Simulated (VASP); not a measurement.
Crystal: I.

```
I
1.0
     3.59000    0.00000    0.00000
    -1.79500    3.10903    0.00000
     0.00000    0.00000    5.86247
I
2
Direct
  0.33333 0.66667 0.25000
  0.66667 0.33333 0.75000
```

```yaml
Program: VASP 6.6.1
Task: relaxation of cell and atoms
Functional: PBEsol
Potentials_or_basis: VASP PAW PBE potentials, release 64 (I)
Cutoff: 600 eV
k_mesh: 7 × 7 × 4
Occupations: fermi-dirac, width 0.05 eV
Spin: no spin polarisation
```

At the start: pressure -0.5 GPa; volume 32.72 Å³/atom.

**Question.** Where does the relaxation end?

**Answer.** Over 23 steps the energy falls by 146.4 meV/atom and the volume is 36.86 Å³/atom (+12.7 %); space group P6_3/mmc (No. 194, to 0.05 Å).

Step by step:
```tsv
step	energy change (eV)	largest force (eV/Å)	pressure (GPa)	volume (Å³)
1	0.0000	0.0000	-0.55	65.43
2	-0.0022	0.0000	-0.05	64.38
3	-0.0022	0.0000	0.05	64.19
4	-0.0031	0.0000	0.09	64.11
5	-0.0072	0.0000	0.22	63.86
6	-0.0197	0.0000	0.55	63.33
7	-0.0474	0.0000	1.64	62.17
8	-0.0951	0.0000	5.78	59.44
9	-0.0876	0.0000	3.86	60.53
10	-0.0999	0.0000	5.27	59.70
11	-0.0984	0.0000	5.48	59.59
12	-0.1055	0.0000	5.29	59.80
13	-0.1256	0.0000	4.73	60.42
14	-0.1600	0.0000	3.69	61.69
15	-0.2075	0.0000	1.90	64.28
16	-0.2317	0.0000	-0.74	69.67
17	-0.2334	0.0000	-0.33	68.65
18	-0.2449	0.0000	-0.28	68.92
19	-0.2706	0.0000	-0.04	69.73
20	-0.2883	0.0000	0.71	71.22
21	-0.2918	0.0000	0.31	72.47
22	-0.2929	0.0000	-0.07	73.80
23	-0.2929	0.0000	-0.05	73.72
```

Final structure:
```xyz
2
Lattice="3.3158 0.0000 0.0000 -1.6579 2.8716 0.0000 0.0000 0.0000 7.7417" Properties=species:S:1:pos:R:3 pbc="T T T"
I     0.0000    1.9144    1.9354
I     1.6579    0.9572    5.8063
```

Caveat: the PAW data sets were made with another functional, which shifts forces and pressure a little; this functional lacks dispersion, which binds the layers, so the pressure and a relaxed spacing across them are unreliable.
